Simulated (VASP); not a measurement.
# HfN: relaxation of cell and atoms with PBEsol

Crystal: HfN.

```
CELL_PARAMETERS angstrom
0.00000 2.29500 2.29500
2.29500 0.00000 2.29500
2.29500 2.29500 0.00000
ATOMIC_POSITIONS crystal
Hf 0.00000 0.00000 0.00000
N 0.50000 0.50000 0.50000
```

```json
{"Program": "VASP 6.6.1", "Task": "relaxation of cell and atoms", "Functional": "PBEsol", "Potentials or basis": "VASP PAW PBE potentials, release 64 (Hf_pv, N)", "Cutoff": "600 eV", "k mesh": "7 × 7 × 7", "Occupations": "fermi-dirac, width 0.1 eV", "Spin": "no spin polarisation", "Target pressure": "5 GPa", "Dipole correction": "no", "Further INCAR settings": "ALGO = Normal; EDIFF = 1e-07; IBRION = 2; EDIFFG = -0.01; NSW = 80; ISIF = 3"}
```

* Relaxed volume: 11.14 Å³/atom
* Relaxed cell: a = 3.158 Å, b = 3.158 Å, c = 3.158 Å, α = 60.00°, β = 60.00°, γ = 60.00°
* Space group after relaxing (to 0.1 Å): Fm-3m (No. 225)
* Energy change on relaxing (the run minimises the enthalpy): -38.9 meV/atom
* Ionic steps: 7
* Pressure after relaxing: 5.0 GPa
* Band gap on the k mesh: zero (an odd number of electrons rules out a gap without spin polarisation)

Step by step:
| step | energy change (eV) | largest force (eV/Å) | pressure (GPa) | volume (Å³) |
| --- | --- | --- | --- | --- |
| 1 | 0.0000 | 0.0000 | -16.51 | 24.18 |
| 2 | 0.6788 | 0.0000 | 77.08 | 18.93 |
| 3 | -0.0806 | 0.0000 | 3.63 | 22.37 |
| 4 | -0.0785 | 0.0000 | 4.74 | 22.29 |
| 5 | -0.0773 | 0.0000 | 5.25 | 22.26 |
| 6 | -0.0788 | 0.0000 | 4.57 | 22.31 |
| 7 | -0.0779 | 0.0000 | 5.01 | 22.27 |

Final structure:
```
Hf N
1.0
     0.00000    2.23320    2.23320
     2.23320    0.00000    2.23320
     2.23320    2.23320    0.00000
Hf N
1 1
Direct
  0.00000 0.00000 0.00000
  0.50000 0.50000 0.50000
```

Levels at points of the mesh, in eV from the Fermi level:
```
           k point  band 6  band 7  band 8  band 9  band 10  band 11
(0.00, 0.00, 0.00)   -3.21   -3.21   -0.57   -0.57    -0.57     1.97
```

It took 46 s on 1 thread of Intel(R) Xeon(R) Platinum 8259CL CPU @ 2.50GHz (Skylake/Cascade Lake) (shared host), peak memory 0.17 GiB.

Caveat: the cell is relaxed towards a set pressure, so the run minimises the enthalpy, not the energy; the PAW data sets were made with another functional, which shifts forces and pressure a little; spin-orbit coupling is left out, which moves the levels of the heavy elements.
